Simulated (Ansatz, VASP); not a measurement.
## Two plane-wave programs on Yb

```xyz
1
Lattice="-2.1076 2.1076 2.1076 2.1076 -2.1076 2.1076 2.1076 2.1076 -2.1076" Properties=species:S:1:pos:R:3 pbc="T T T"
Yb    0.0000    0.0000    0.0000
```

Alike in both runs: task single point; functional PBE; k mesh 12 × 12 × 12; occupations fermi-dirac, width 0.1 eV; no spin polarisation.

```csv
,VASP,Ansatz
version,VASP 6.6.1,Ansatz 0.2.0
potentials or method,"VASP PAW PBE potentials, release 64 (Yb), cutoff 520 eV","plane waves (420 eV) with PAW, scalar-relativistic"
valence electrons in the cell,24,24
```

```tsv
	VASP	Ansatz	Ansatz less VASP
pressure (GPa)	-1.6	-1.3	+0.25
```

Neither program's run includes spin-orbit coupling.
